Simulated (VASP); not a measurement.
Here is a VASP 6.6.1 calculation.

Contents of INCAR:

```
  PREC = Accurate
  ENCUT = 600
  EDIFF = 1E-6
  ISMEAR = -1
  SIGMA = 0.05
  LREAL = F
  LASPH = T
  NELM = 60
  ALGO = Normal
  ISIF = 3
  LWAVE = F
  LCHARG = F
  GGA = RE
  IVDW = 13
  IBRION = 2
  NSW = 60
  EDIFFG = -0.01
```

KPOINTS

```
regular mesh
0
Gamma
  9 9 9
```

POSCAR

```
GeW
1.0
    0.0000000000      2.5776100000      2.5776100000
    2.5776100000      0.0000000000      2.5776100000
    2.5776100000      2.5776100000      0.0000000000
Ge W
1 1
Direct
    0.5000000000      0.5000000000      0.5000000000
    0.0000000000      0.0000000000      0.0000000000
```

Potentials or basis: VASP PAW PBE potentials, release 64 (Ge_d, W_sv).

Run with:

```sh
$ cat potpaw_PBE.64/Ge_d/POTCAR potpaw_PBE.64/W_sv/POTCAR > POTCAR
$ mpirun -np 1 vasp_std > vasp.out
```

(1) What does it give for the dispersion energy per atom?

(2) Predict the space group after relaxing (to 0.05 Å).

(3) What does it give for the band gap on the k mesh?

(4) What does it give for the relaxed volume?

Results:

(1) -0.803 eV.

(2) Fm-3m (No. 225).

(3) zero (band 14 reaches 10.03 eV, above the bottom of band 15 at 8.24 eV).

(4) 16.70 Å³/atom.

Caveat: the PAW data sets were made with another functional, which shifts forces and pressure a little; spin-orbit coupling is left out, which moves the levels of the heavy elements; pairwise dispersion overbinds metals, which lowers pressure and volume.
